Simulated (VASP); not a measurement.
NiO:

```xyz
4
Lattice="0.0000 2.0913 2.0913 2.0913 0.0000 2.0913 4.1826 4.1826 0.0000" Properties=species:S:1:pos:R:3 pbc="T T T"
Ni    0.0000    0.0000    0.0000
Ni    2.0913    2.0913    0.0000
O     2.0913    2.0913    2.0913
O     4.1826    4.1826    2.0913
```

Base run:

| Item | Value |
| --- | --- |
| Program | VASP 6.6.1 |
| Functional | LDA |
| Potentials or basis | VASP PAW LDA potentials, release 64 (Ni_sv_GW, O) |
| Cutoff | 700 eV |
| k mesh | 8 × 8 × 8 |
| Occupations | gaussian, width 0.05 eV |
| Spin | collinear spin, ferromagnetic start |
| Starting moments | [1.5, 1.5, 0.09, 0.09] μB |
| Fixed moment | 3 μB |
| Hubbard terms | Ni d U = 5.0 eV, J = 0.9 eV |

Its results: pressure -14.1 GPa; net moment 3.00 μB per cell; site moments Ni +1.40; O +0.08 μB.

Task: The run is repeated on the same cell with these changes: fixed moment from 3 μB to none; moments at the start from [1.5, 1.5, 0.09, 0.09] to [1.83, 1.83, 0.29, 0.29]. What comes out?

Result: Pressure -9.8 GPa; net moment 4.00 μB per cell; site moments Ni +1.72; O +0.23 μB.

Caveats: the cell stands under tension; the total moment is fixed, so each spin has its own Fermi level and the state may be an excited one (at least some runs).
